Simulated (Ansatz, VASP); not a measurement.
## One calculation of H15NO6, two programs

```xyz
22
Lattice="5.8196 0.0000 0.0000 0.0000 5.8196 0.0000 0.0000 0.0000 5.8196" Properties=species:S:1:pos:R:3 pbc="T T T"
O     5.1306    2.7719   -0.2060
O     1.9988    0.4762    2.2134
O     3.2555    2.8886    1.6945
O     0.3330    0.6087    4.3969
O     3.8674    4.9329    3.5747
O     1.9022    4.2970   -0.2688
H     4.5244    2.7155    0.5763
H     5.8764    3.3373    0.0749
H     2.4362    1.3530    2.0538
H     1.3833    0.6300    2.9872
H     2.7196    3.4341    1.0591
H     3.5177    3.5233    2.4182
H    -0.0188    1.4087    4.8704
H    -0.4796    0.1139    4.1289
H     3.3908    4.6729    4.4018
H     3.1886    5.4897    3.0746
H     1.5238    5.1951   -0.1590
H     1.5248    3.9965   -1.1631
H     0.8510    2.6676    2.8391
H    -0.2677    3.6879    3.4665
H     0.8713    4.2609    2.4337
N     0.7156    3.6089    3.2044
```

Alike in both runs: functional PBE; dispersion D3(BJ); k mesh 1 × 1 × 1; occupations fermi-dirac, width 0.02 eV; no spin polarisation.

Ansatz relaxed the structure, and its values are those at the end. VASP's run is a single point on that final structure, the one shown.

|  | VASP | Ansatz |
| --- | --- | --- |
| version | VASP 6.6.1 | Ansatz 0.2.0 |
| potentials or method | VASP PAW PBE potentials, release 64 (O_h, H_h, N_h), cutoff 1000 eV | scalar-relativistic, plane waves, PAW |
| valence electrons in the cell | 56 | 56 |

```tsv
	VASP	Ansatz	Ansatz less VASP
rms of the force components (eV/Å)	0.100	0.099	-0.0015
```
